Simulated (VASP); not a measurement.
GaN:

```
Ga N
1.0
     0.00000    2.25350    2.25350
     2.25350    0.00000    2.25350
     2.25350    2.25350    0.00000
Ga N
1 1
Direct
  0.00000 0.00000 0.00000
  0.25000 0.25000 0.25000
```

Program: VASP 6.6.1. Alike in all runs: no spin polarisation; cell as given; cutoff (eV) 520.

Q: Order these runs on this cell by their band gap on the k mesh, lowest first.
A. level PBE-based screened hybrid with 25 % exact exchange; potentials or basis VASP PAW PBE potentials, release 64 (Ga_d, N); k mesh 5 × 5 × 5; smearing fermi-dirac 0.05 eV; grid for exact exchange (PRECFOCK) Normal; share of exact exchange 0.25; screening parameter 0.2 1/Å
B. level r2SCAN+D4; potentials or basis VASP PAW PBE potentials, release 64 (Ga_d, N); k mesh 10 × 10 × 10; smearing fermi-dirac 0.05 eV
C. level LDA; potentials or basis VASP PAW LDA potentials, release 64 (Ga_d, N); k mesh 10 × 10 × 10; smearing gaussian 0.01 eV
D. level B3LYP; potentials or basis VASP PAW PBE potentials, release 64 (Ga_d, N); k mesh 6 × 6 × 6; smearing fermi-dirac 0.05 eV; grid for exact exchange (PRECFOCK) Normal; share of exact exchange 0.2
E. level r2SCAN0; potentials or basis VASP PAW PBE potentials, release 64 (Ga_d, N); k mesh 5 × 5 × 5; smearing fermi-dirac 0.05 eV; grid for exact exchange (PRECFOCK) Normal; share of exact exchange 0.25

A: C (1.75 eV), B (2.12 eV), A (3.01 eV), D (3.40 eV), E (4.01 eV).

Caveats: some runs use coarse meshes.
